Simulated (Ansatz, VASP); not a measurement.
**One calculation of NaF, two programs**

The input INCAR:

```
ALGO = Normal
EDIFF = 1E-7
ENCUT = 520
ISIF = 2
ISMEAR = 0
LASPH = True
LCHARG = True
LELF = True
LREAL = False
LVHAR = True
LWAVE = False
NBANDS = 14
NELM = 80
PREC = Accurate
SIGMA = 0.01
```

File KPOINTS:

```
k-points
0
Gamma
  10 10 10
```

The input POSCAR:

```
NaF
1.0
    0.0000000000      2.2972417895      2.2972417895
    2.2972417895      0.0000000000      2.2972417895
    2.2972417895      2.2972417895      0.0000000000
Na F
1 1
Direct
    0.0000000000      0.0000000000      0.0000000000
    0.5000000000      0.5000000000      0.5000000000
```

Input for Ansatz:

```yaml
crystal:
  lattice:
    - [0.0, 2.2972417895, 2.2972417895]
    - [2.2972417895, 0.0, 2.2972417895]
    - [2.2972417895, 2.2972417895, 0.0]
  atoms:
    - { symbol: Na, position: [0.0, 0.0, 0.0] }
    - { symbol: F, position: [0.5, 0.5, 0.5] }
kpoints:
  mp_grid: { grid: [10, 10, 10] }
  band_path:
    path:
      - [0.0, 0.0, 0.0]
      - [0.5, 0.0, 0.5]
      - [0.625, 0.25, 0.625]
      - [0.375, 0.375, 0.75]
      - [0.5, 0.5, 0.5]
      - [0.5, 0.25, 0.75]
    npoints: 1
hamiltonian:
  xc: lda
scf:
  occupations: { method: fixed }
  n_extra_bands: 4
output:
  forces: true
  stress: true
  eigenvalues: true
  write_density: true
  write_potential: true
  elf: true
  volumetric_format: npy
```

Alike in both runs: task single point; functional LDA; k mesh 10 × 10 × 10; no spin polarisation.

|  | VASP | Ansatz |
| --- | --- | --- |
| version | VASP 6.6.1 | Ansatz 0.2.0 |
| potentials or method | VASP PAW LDA potentials, release 64 (Na_pv, F) | plane waves, PAW |
| plane-wave cutoff (eV) | 520 | 420 |
| occupations | gaussian, width 0.01 eV | fixed |
| valence electrons in the cell | 14 | 16 |

|  | VASP | Ansatz | Ansatz less VASP |
| --- | --- | --- | --- |
| gap on the k mesh at the Fermi level (eV) | 6.09 | 6.11 | +0.020 |
| pressure (GPa) | -3.3 | -3.2 | +0.09 |

LDA's correlation is that of Perdew and Zunger in VASP and of Perdew and Wang (1992) in Ansatz. VASP's potentials hold 14 valence electrons a cell and Ansatz's 16, so a difference there can come from the potentials and not from the codes.
